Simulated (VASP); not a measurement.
# PbS (Fm-3m) in VASP: a series of runs

Aim: see how the results for PbS move with the level of theory and the settings. Levels: PBE, LDA, r2SCAN, PBEsol. Tasks: single point, relaxation of cell and atoms.

Program: VASP 6.6.1. These are calculated values, not measurements. Logs are shortened: lines on timing, memory, paths and dates and some standing lists are left out, and cuts for length are marked.

## (1) The cell of the first run

It takes space group Fm-3m (No. 225, cubic). The conventional cell has a = 5.974 Å, b = 5.974 Å, c = 5.974 Å, α = 90.00°, β = 90.00°, γ = 90.00°. Pb (site symmetry m-3m) has 6 S at 2.99 Å within 3.9 Å. S (site symmetry m-3m) has 6 Pb at 2.99 Å within 3.9 Å.

## (2) Single point, PBE

INCAR

```
SYSTEM = PbS
ALGO = Normal ; EDIFF = 1E-6
ENCUT = 520 ; GGA = PE
ISIF = 2 ; ISMEAR = -1
LASPH = .TRUE. ; LCHARG = .FALSE.
LREAL = .FALSE. ; LWAVE = .FALSE.
NBANDS = 17 ; NELM = 100
PREC = Accurate ; SIGMA = 0.02
```

KPOINTS

```
k-points
0
G
  8 8 8
  0 0 0
```

POSCAR

```
PbS
1.0
    0.0000000000      2.9872321667      2.9872321667
    2.9872321667      0.0000000000      2.9872321667
    2.9872321667      2.9872321667      0.0000000000
Pb S
1 1
Direct
    0.0000000000      0.0000000000      0.0000000000
    0.5000000000      0.5000000000      0.5000000000
```

Potentials or basis: VASP PAW PBE potentials, release 64 (Pb_d, S).

Launch:

```bash
$ cat potpaw_PBE.64/Pb_d/POTCAR potpaw_PBE.64/S/POTCAR > POTCAR
$ mpirun -np 1 vasp_std > vasp.out
```

OUTCAR:

```text
SYSTEM = PbS
   EDIFF = 1E-6
   ENCUT = 520
   GGA = PE
   ISIF = 2
   ISMEAR = -1
   LASPH = .TRUE.
   LREAL = .FALSE.
   NELM = 100
   PREC = Accurate

 ion  position               nearest neighbor table
   1  0.000  0.000  0.000-   2 2.99   2 2.99   2 2.99   2 2.99   2 2.99   2 2.99
   2  0.500  0.500  0.500-   1 2.99   1 2.99   1 2.99   1 2.99   1 2.99   1 2.99

  LATTYP: Found a face centered cubic cell.
 ALAT       =     5.9744643334

  Lattice vectors:

 A1 = (   0.0000000000,   2.9872321667,   2.9872321667)
 A2 = (   2.9872321667,   0.0000000000,   2.9872321667)
 A3 = (   2.9872321667,   2.9872321667,   0.0000000000)

Analysis of symmetry for initial positions (statically):
=====================================================================
 Subroutine PRICEL returns:
 Original cell was already a primitive cell.

 Routine SETGRP: Setting up the symmetry group for a
 face centered cubic supercell.

 Subroutine GETGRP returns: Found 48 space group operations
 (whereof 48 operations were pure point group operations)
 out of a pool of 48 trial point group operations.

The static configuration has the point symmetry O_h .

Analysis of symmetry for dynamics (positions and initial velocities):
=====================================================================
 Subroutine PRICEL returns:
 Original cell was already a primitive cell.

 Routine SETGRP: Setting up the symmetry group for a
 face centered cubic supercell.

 Subroutine GETGRP returns: Found 48 space group operations
 (whereof 48 operations were pure point group operations)
 out of a pool of 48 trial point group operations.

The dynamic configuration has the point symmetry O_h .

 Subroutine INISYM returns: Found 48 space group operations
 (whereof 48 operations are pure point group operations),
 and found     1 'primitive' translations

----------------------------------------------------------------------------------------

                                     Primitive cell

  volume of cell :      53.3135

  direct lattice vectors                    reciprocal lattice vectors
     0.000000000  2.987232167  2.987232167    -0.167379022  0.167379022  0.167379022
     2.987232167  0.000000000  2.987232167     0.167379022 -0.167379022  0.167379022
     2.987232167  2.987232167  0.000000000     0.167379022  0.167379022 -0.167379022

  length of vectors
     4.224584244  4.224584244  4.224584244     0.289908971  0.289908971  0.289908971

[... 73 lines left out ...]
   ICHARG =      2    charge: 1-file 2-atom 10-const
   ISPIN  =      1    spin polarized calculation?
   LNONCOLLINEAR =      F non collinear calculations
   LSORBIT =      F    spin-orbit coupling
   LASPH  =      T    aspherical Exc in radial PAW
   ENCUT  =  520.0 eV  38.22 Ry    6.18 a.u.   7.85  7.85  7.85*2*pi/ulx,y,z
   NELM   =    100;   NELMIN=  2; NELMDL= -5     # of ELM steps
   EDIFF  = 0.1E-05   stopping-criterion for ELM
   LREAL  =      F    real-space projection
   EDIFFG = 0.1E-04   stopping-criterion for IOM
   NSW    =      0    number of steps for IOM
   IBRION =     -1    ionic relax: 0-MD 1-quasi-New 2-CG
   NFREE  =      0    steps in history (QN), initial steepest desc. (CG)
   ISIF   =      2    stress and relaxation
   ISYM   =      2    0-nonsym 1-usesym 2-fastsym
   POTIM  = 0.5000    time-step for ionic-motion
   TEBEG  =    0.0;   TEEND  =   0.0 temperature during run
   PSTRESS=    0.0 pullay stress
   NELECT =      20.0000    total number of electrons
   NUPDOWN=      -1.0000    fix difference up-down
   EMIN   =  10.00;   EMAX   =-10.00  energy-range for DOS
   EFERMI =   0.00;   METHOD = LEGACY
   ISMEAR =    -1;   SIGMA  =   0.02  broadening in eV -4-tet -1-fermi 0-gaus
   EFERMI_NEDOS =   21; number of points for ismear=-14 and -15
   IALGO  =     38    algorithm
   IMIX   =      4    mixing-type and parameters
     AMIX     =   0.40;   BMIX     =  1.00
     AMIX_MAG =   1.60;   BMIX_MAG =  1.00
  volume/ion in A,a.u.               =      26.66       179.89
  Fermi-wavevector in a.u.,A,eV,Ry     =   1.180699  2.231198 18.967203  1.394050
  Thomas-Fermi vector in A             =   2.316986
   LORBIT       =      0    0 simple, 1 ext, 2 COOP (PROOUT), +10 PAW based schemes
   GGA     = PE    functional components
   LHFCALC =     F    Hartree Fock is set to
   AEXX    =    0.0000 exact exchange contribution
   IVDW    =     0    specifies the selected vdW correction
   LEPSILON=     F    determine dielectric tensor
   LRPA    =     F    only Hartree local field effects (RPA)
 non-spin polarized calculation
  energy-cutoff  :      520.00
  volume of cell :       53.31
 maximum number of plane-waves:      1459
   NGX = 15   NGY = 15   NGZ = 15

 number of electron      20.0000001 magnetization

 Free energy of the ion-electron system (eV)
  ---------------------------------------------------
  ext. energy  EPLUGINS =         0.00000000
  ---------------------------------------------------
  free energy    TOTEN  =        -8.76724647 eV

  energy without entropy =       -8.76724635  energy(sigma->0) =       -8.76724641

 E-fermi :   5.7383     XC(G=0):  -9.5808

 val. band max:        5.5175384870   @ k =   0.5000   0.0000   0.0000
 cond. band min:       5.9590392406   @ k =   0.5000   0.0000   0.0000
 fundamental gap:      0.4415007536
 Fermi energy:         5.7382873692

 k-point     1 :       0.0000    0.0000    0.0000
  band No.  band energies     occupation
      1     -11.2501      2.00000
      2     -11.2501      2.00000
      3     -11.2501      2.00000
      4     -11.2332      2.00000
      5     -11.2332      2.00000
      6      -7.8638      2.00000
[... 457 lines left out ...]
      4     -11.2230      2.00000
      5     -11.2038      2.00000
      6      -6.4661      2.00000
[... 9 lines left out ...]
     16      16.4616      0.00000
     17      16.6893      0.00000

 [... further k-points ...]
[... 5 lines left out ...]
  --------------------------------------------------------------------------------------
  -------------------------------------------------------------------------------------
  Total        0.2837000      0.2837000      0.2837000      0.0000000     -0.0000000      0.0000000
  in kB        8.5257583      8.5257583      8.5257583      0.0000000     -0.0000000      0.0000000
  external PRESSURE =       8.5257583 kB  Pullay stress =       0.0000000 kB

 VOLUME and BASIS-vectors are now :
 -----------------------------------------------------------------------------
  energy-cutoff  :      520.00
  volume of cell :       53.31
      direct lattice vectors                 reciprocal lattice vectors
     0.000000000  2.987232167  2.987232167    -0.167379022  0.167379022  0.167379022
     2.987232167  0.000000000  2.987232167     0.167379022 -0.167379022  0.167379022
     2.987232167  2.987232167  0.000000000     0.167379022  0.167379022 -0.167379022

 POSITION                                       TOTAL-FORCE (eV/Angst)
 -----------------------------------------------------------------------------------
      0.00000      0.00000      0.00000         0.000000     -0.000000      0.000000
      2.98723      2.98723      2.98723        -0.000000      0.000000     -0.000000
 -----------------------------------------------------------------------------------
    total drift:                                0.000000     -0.000000     -0.000000

  FREE ENERGIE OF THE ION-ELECTRON SYSTEM (eV)
  ---------------------------------------------------
  free  energy   TOTEN  =        -8.7672464678 eV

  energy  without entropy=       -8.7672463467  energy(sigma->0) =       -8.76724641
```

OSZICAR:

```text
N       E                     dE             d eps       ncg     rms          rms(c)
DAV:   1     0.159682353032E+03    0.15968E+03   -0.96430E+03   986   0.124E+03
DAV:   2     0.336999064336E+01   -0.15631E+03   -0.15109E+03  1052   0.317E+02
DAV:   3    -0.895645155132E+01   -0.12326E+02   -0.12045E+02  1342   0.935E+01
DAV:   4    -0.925730919071E+01   -0.30086E+00   -0.30067E+00  1241   0.160E+01
DAV:   5    -0.926913613166E+01   -0.11827E-01   -0.11826E-01  1531   0.306E+00    0.447E+00
DAV:   6    -0.876280231250E+01    0.50633E+00   -0.14604E+00  1535   0.802E+00    0.315E+00
DAV:   7    -0.876381906913E+01   -0.10168E-02   -0.14259E-01  1150   0.187E+00    0.183E+00
DAV:   8    -0.876757936757E+01   -0.37603E-02   -0.16731E-02  1172   0.138E+00    0.294E-01
DAV:   9    -0.876704441673E+01    0.53495E-03   -0.36832E-03  1550   0.520E-01    0.847E-02
DAV:  10    -0.876723908753E+01   -0.19467E-03   -0.39089E-04  1095   0.113E-01    0.593E-02
DAV:  11    -0.876724558607E+01   -0.64985E-05   -0.63611E-05  1368   0.859E-02    0.170E-02
DAV:  12    -0.876724646776E+01   -0.88169E-06   -0.45365E-06  1257   0.219E-02
   1 F= -.87672465E+01 E0= -.87672464E+01  d E =-.121025E-06
```

stdout:

```text
POSCAR found type information on POSCAR PbS
 POSCAR found :  2 types and       2 ions
 scaLAPACK will be used
 LDA part: xc-table for (Slater+PW92), standard interpolation
 POSCAR, INCAR and KPOINTS ok, starting setup
 FFT: planning ... GRIDC
 FFT: planning ... GRID_SOFT
 FFT: planning ... GRID
 WAVECAR not read
 entering main loop
```

It took 14 s on 1 thread of Intel Xeon 6455B, shared host; peak memory 0.18 GiB.

What came out:

| Item | Value |
| --- | --- |
| Free energy | -8.7672 eV |
| Pressure | 0.9 GPa |
| Band gap on the k mesh | 0.44 eV, direct |

Caveat: spin-orbit coupling is left out, which moves the levels of the heavy elements. A k mesh can miss the band edges.

## (3) Single point, LDA

INCAR

```
SYSTEM = PbS
  PREC = Accurate
  ENCUT = 520
  EDIFF = 1E-7
  ISMEAR = 0
  SIGMA = 0.01
  LREAL = .FALSE.
  LASPH = .TRUE.
  NELM = 80
  ALGO = Normal
  ISIF = 2
  LWAVE = .FALSE.
  LCHARG = .FALSE.
  GGA = CA
  NBANDS = 17
```

KPOINTS

```
Automatic mesh
0
G
  8 8 8
  0 0 0
```

POSCAR is that of step 2.

Potentials or basis: VASP PAW LDA potentials, release 64 (Pb_d, S).

Launch:

```bash
$ cat potpaw_LDA.64/Pb_d/POTCAR potpaw_LDA.64/S/POTCAR > POTCAR
$ mpirun -np 1 vasp_std > vasp.out
```

It took 15 s on 1 thread of Intel Xeon 6455B, shared host; peak memory 0.16 GiB.

The run converged. Its results:

```yaml
Free_energy: -9.9605 eV
Pressure: -3.6 GPa
Band_gap_on_the_k_mesh: 0.28 eV, direct
```

Levels at points of the mesh, in eV from the valence-band top:
| k point | band 7 | band 8 | band 9 | band 10 | band 11 | band 12 | band 13 | band 14 |
| --- | --- | --- | --- | --- | --- | --- | --- | --- |
| (0.00, 0.00, 0.00) | -6.10 | -2.03 | -2.03 | -2.03 | 5.03 | 5.03 | 5.03 | 6.72 |
| (0.50, 0.00, 0.00) | -8.78 | -1.65 | -1.65 | 0.00 | 0.28 | 1.90 | 1.90 | 8.47 |
| (0.50, 0.50, 0.00) | -7.23 | -5.05 | -3.30 | -3.30 | 3.84 | 5.41 | 5.50 | 5.50 |

Caveat: spin-orbit coupling is left out, which moves the levels of the heavy elements. A k mesh can miss the band edges.

## (4) Single point, PBE

This run uses another cell than the first one, of 27.10 Å³/atom, 1.017 times its volume.

INCAR

```
SYSTEM = PbS
ALGO     = Normal         ! electronic algorithm
EDIFF    = 1E-6           ! SCF threshold, eV
ENCUT    = 520            ! plane-wave cutoff, eV
GGA      = PE             ! functional
ISIF     = 2              ! what is computed and relaxed
ISMEAR   = -1             ! smearing method
LASPH    = .TRUE.         ! aspherical terms in the spheres
LCHARG   = .FALSE.        ! write CHGCAR
LREAL    = .FALSE.        ! projectors in reciprocal space
LWAVE    = .FALSE.        ! write WAVECAR
NBANDS   = 17             ! bands
NELM     = 80             ! most SCF steps
PREC     = Accurate       ! precision mode
SIGMA    = 0.02           ! smearing width, eV
```

KPOINTS

```
k-points
0
G
  8 8 8
  0 0 0
```

POSCAR

```
PbS
1.0
    0.0000000000      3.0038467828      3.0038467828
    3.0038467828      0.0000000000      3.0038467828
    3.0038467828      3.0038467828      0.0000000000
Pb S
1 1
Direct
    0.0000000000      0.0000000000      0.0000000000
    0.5000000000      0.5000000000      0.5000000000
```

Potentials or basis: VASP PAW PBE potentials, release 64 (Pb_d, S).

Launch:

```bash
$ cat potpaw_PBE.64/Pb_d/POTCAR potpaw_PBE.64/S/POTCAR > POTCAR
$ mpirun -np 1 vasp_std > vasp.out
```

Run time: 17 s. Hardware: 1 thread of Intel Xeon 6455B, shared host; peak memory 0.18 GiB.

Results (log left out):

| Property | Result |
| --- | --- |
| Free energy | -8.7699 eV |
| Pressure | 0.0 GPa |
| Band gap on the k mesh | 0.50 eV, direct |

Levels at points of the mesh, in eV from the valence-band top:
```
           k point  band 7  band 8  band 9  band 10  band 11  band 12  band 13  band 14
(0.00, 0.00, 0.00)   -6.07   -1.95   -1.95    -1.95     5.14     5.14     5.14     6.86
(0.50, 0.00, 0.00)   -8.59   -1.58   -1.58     0.00     0.50     2.08     2.08     8.65
(0.50, 0.50, 0.00)   -7.11   -4.83   -3.16    -3.16     4.07     5.48     5.58     5.58
```

Caveat: spin-orbit coupling is left out, which moves the levels of the heavy elements. A k mesh can miss the band edges.

## (5) Single point, r2SCAN

POSCAR

```
PbS
1.0
    0.0000000000      2.9872321667      2.9872321667
    2.9872321667      0.0000000000      2.9872321667
    2.9872321667      2.9872321667      0.0000000000
Pb S
1 1
Direct
    0.0000000000      0.0000000000      0.0000000000
    0.5000000000      0.5000000000      0.5000000000
```

INCAR.step1

```
SYSTEM = PbS
PREC = Accurate
ENCUT = 520
ISMEAR = 0
SIGMA = 0.01
LREAL = .FALSE.
LASPH = .TRUE.
NELM = 80
NBANDS = 17
GGA = PE
ALGO = Normal
EDIFF = 1E-4
LWAVE = .TRUE.
LCHARG = .FALSE.
```

INCAR.step2

```
SYSTEM = PbS
PREC = Accurate
ENCUT = 520
EDIFF = 1E-6
ISMEAR = 0
SIGMA = 0.01
LREAL = .FALSE.
LASPH = .TRUE.
NELM = 80
ALGO = Normal
ISIF = 2
LWAVE = .FALSE.
LCHARG = .TRUE.
METAGGA = R2SCAN
LMIXTAU = .TRUE.
LELF = .TRUE.
LVHAR = .TRUE.
NBANDS = 17
ISTART = 1
```

KPOINTS

```
regular mesh
0
G
  8 8 8
  0 0 0
```

Launch:

```bash
$ cat potpaw_PBE.64/Pb_d/POTCAR potpaw_PBE.64/S/POTCAR > POTCAR
$ cp INCAR.step1 INCAR
$ mpirun -np 1 vasp_std > vasp.out
$ cp INCAR.step2 INCAR
$ mpirun -np 1 vasp_std > vasp.out
```

Run time: 62 s. Hardware: 1 thread of Intel Xeon 6455B, shared host; peak memory 0.2 GiB.

It converged, with:

```yaml
Free_energy: -65.6122 eV
Pressure: 0.0 GPa
Band_gap_on_the_k_mesh: 0.70 eV, direct
```

Levels at points of the mesh, in eV from the valence-band top:
| k point | band 7 | band 8 | band 9 | band 10 | band 11 | band 12 | band 13 | band 14 |
| --- | --- | --- | --- | --- | --- | --- | --- | --- |
| (0.00, 0.00, 0.00) | -6.13 | -2.20 | -2.20 | -2.20 | 5.51 | 5.51 | 5.51 | 7.21 |
| (0.50, 0.00, 0.00) | -8.96 | -1.81 | -1.81 | 0.00 | 0.70 | 2.25 | 2.25 | 9.16 |
| (0.50, 0.50, 0.00) | -7.31 | -5.17 | -3.45 | -3.45 | 4.26 | 5.95 | 6.02 | 6.02 |

Caveat: the PAW data sets were made with another functional, which shifts forces and pressure a little; spin-orbit coupling is left out, which moves the levels of the heavy elements.

## (6) Relaxation of cell and atoms, PBEsol

This run uses another cell than the first one, of 27.10 Å³/atom, 1.017 times its volume.

INCAR

```
PREC = Accurate ; ENCUT = 600
EDIFF = 1E-7 ; ISMEAR = -1
SIGMA = 0.02 ; LREAL = F
LASPH = T ; NELM = 100
ALGO = Normal ; ISIF = 3
LWAVE = F ; LCHARG = F
GGA = PS ; IBRION = 2
NSW = 80 ; EDIFFG = -0.005
```

KPOINTS

```
regular mesh
0
Gamma
  6 6 6
```

POSCAR

```
PbS
1.0
    0.0000000000      3.0038467828      3.0038467828
    3.0038467828      0.0000000000      3.0038467828
    3.0038467828      3.0038467828      0.0000000000
Pb S
1 1
Direct
    0.0000000000      0.0000000000      0.0000000000
    0.5000000000      0.5000000000      0.5000000000
```

Potentials or basis: VASP PAW PBE potentials, release 64 (Pb_d, S).

Launch:

```bash
$ cat potpaw_PBE.64/Pb_d/POTCAR potpaw_PBE.64/S/POTCAR > POTCAR
$ mpirun -np 1 vasp_std > vasp.out
```

It took 42 s on 1 thread of Intel Xeon 6455B, shared host; peak memory 0.21 GiB.

It converged, with:

* Free energy: -9.4601 eV
* Relaxed volume: 25.70 Å³/atom
* Relaxed cell: a = 4.174 Å, b = 4.174 Å, c = 4.174 Å, α = 60.00°, β = 60.00°, γ = 60.00°
* Space group after relaxing (to 0.05 Å): Fm-3m (No. 225)
* Energy gained by relaxing: 13.0 meV/atom
* Ionic steps: 3
* Pressure after relaxing: 0.0 GPa
* Band gap on the k mesh: 0.20 eV, direct

The path:
```
step  energy change (eV)  largest force (eV/Å)  pressure (GPa)  volume (Å³)
   1              0.0000                0.0000           -2.85        54.21
   2             -0.0230                0.0000            1.09        50.52
   3             -0.0260                0.0000            0.01        51.41
```

Final structure:
```cif
data_structure
_symmetry_space_group_name_H-M 'P 1'
_symmetry_Int_Tables_number 1
_cell_length_a 4.1736
_cell_length_b 4.1736
_cell_length_c 4.1736
_cell_angle_alpha 60.000
_cell_angle_beta 60.000
_cell_angle_gamma 60.000
_cell_volume 51.41
loop_
_atom_site_label
_atom_site_type_symbol
_atom_site_fract_x
_atom_site_fract_y
_atom_site_fract_z
_atom_site_occupancy
Pb1 Pb 0.00000 0.00000 0.00000 1
S1 S 0.50000 0.50000 0.50000 1
```

Levels at points of the mesh, in eV from the valence-band top:
```csv
k point,band 7,band 8,band 9,band 10,band 11,band 12,band 13,band 14
"(0.00, 0.00, 0.00)",-6.05,-2.26,-2.26,-2.26,5.19,5.19,5.19,6.59
"(0.50, 0.00, 0.00)",-9.00,-1.85,-1.85,0.00,0.20,1.85,1.85,8.49
"(0.50, 0.50, 0.00)",-7.28,-5.40,-3.58,-3.58,3.64,5.56,5.68,5.68
```

Caveat: the PAW data sets were made with another functional, which shifts forces and pressure a little; spin-orbit coupling is left out, which moves the levels of the heavy elements.

## (7) Overview

| task | level | potentials or basis | cell | k mesh | cutoff (eV) | smearing | gap on the mesh (eV) | pressure (GPa) |
| --- | --- | --- | --- | --- | --- | --- | --- | --- |
| single point | PBE | VASP PAW PBE potentials, release 64 (Pb_d, S) | a = 4.225 Å, angles 60.0°, 2 atoms | 8 × 8 × 8 | 520 | fermi-dirac 0.02 eV | 0.44 | 0.9 |
| single point | LDA | VASP PAW LDA potentials, release 64 (Pb_d, S) | a = 4.225 Å, angles 60.0°, 2 atoms | 8 × 8 × 8 | 520 | gaussian 0.01 eV | 0.28 | -3.6 |
| single point | PBE | VASP PAW PBE potentials, release 64 (Pb_d, S) | a = 4.248 Å, angles 60.0°, 2 atoms | 8 × 8 × 8 | 520 | fermi-dirac 0.02 eV | 0.50 | 0.0 |
| single point | r2SCAN | VASP PAW PBE potentials, release 64 (Pb_d, S) | a = 4.225 Å, angles 60.0°, 2 atoms | 8 × 8 × 8 | 520 | gaussian 0.01 eV | 0.70 | 0.0 |
| relaxation of cell and atoms | PBEsol | VASP PAW PBE potentials, release 64 (Pb_d, S) | relaxed from a = 4.248 Å, angles 60.0°, 2 atoms | 6 × 6 × 6 | 600 | fermi-dirac 0.02 eV | 0.20 | 0.0 |

Alike in all rows: no spin polarisation.

Caveats: spin-orbit coupling is left out, which moves the levels of the heavy elements; the PAW data sets were made with another functional, which shifts forces and pressure a little (some runs).

Total energies depend on the potentials used, so only differences within one code and one set of settings carry meaning.
